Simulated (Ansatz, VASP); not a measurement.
## One calculation of AlNi3, two programs

```
CELL_PARAMETERS angstrom
3.52305 0.00000 0.00000
0.00000 3.52305 0.00000
0.00000 0.00000 3.52305
ATOMIC_POSITIONS crystal
Ni 0.50000 0.50000 0.00000
Ni 0.50000 0.00000 0.50000
Ni 0.00000 0.50000 0.50000
Al 0.00000 0.00000 0.00000
```

Alike in both runs: task single point; functional PBE; k mesh 8 × 8 × 8; occupations gaussian, width 0.014 eV; collinear spin.

|  | VASP | Ansatz |
| --- | --- | --- |
| version | VASP 6.6.1 | Ansatz 0.2.0 |
| potentials or method | VASP PAW PBE potentials, release 64 (Ni, Al) | Ansatz PAW |
| plane-wave cutoff (eV) | 520 | 420 |
| valence electrons in the cell | 33 | 57 |

```tsv
	VASP	Ansatz	Ansatz less VASP
gap on the k mesh at the Fermi level (eV)	none	none	-
pressure (GPa)	7.4	7.4	+0.02
net moment per atom (μB)	0.19	0.21	+0.018
size of the moment on the site where the two differ most (μB)	0.27	0.30	+0.033
```

Site moments also hang on the region over which each program counts them. A gap of «none» marks a metal or a gap that the smearing closes. With one functional, cell and mesh, what is left measures potentials, basis and numerics. VASP's potentials hold 33 valence electrons a cell and Ansatz's 57, so a difference there can come from the potentials and not from the codes.
